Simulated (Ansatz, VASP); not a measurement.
Two plane-wave programs on SiC

```xyz
4
Lattice="3.0760 0.0000 0.0000 -1.5380 2.6639 0.0000 0.0000 0.0000 5.0480" Properties=species:S:1:pos:R:3 pbc="T T T"
Si    0.0000    1.7759    0.0000
Si    1.5380    0.8880    2.5240
C     0.0000    1.7759    1.9435
C     1.5380    0.8880    4.4675
```

Alike in both runs: task relaxation of the atoms; functional PBE; k mesh 10 × 10 × 6; occupations fermi-dirac, width 0.02 eV; no spin polarisation.

|  | VASP | Ansatz |
| --- | --- | --- |
| version | VASP 6.6.1 | Ansatz 0.2.0 |
| potentials or method | VASP PAW PBE potentials, release 64 (Si, C) | plane-wave PAW, scalar-relativistic |
| plane-wave cutoff (eV) | 520 | 420 |
| valence electrons in the cell | 16 | 16 |

|  | VASP | Ansatz | Ansatz less VASP |
| --- | --- | --- | --- |
| gap on the k mesh at the Fermi level, each at its own relaxed structure (eV) | 2.43 | 2.44 | +0.011 |

Ansatz's warnings: stress scf threshold loose.
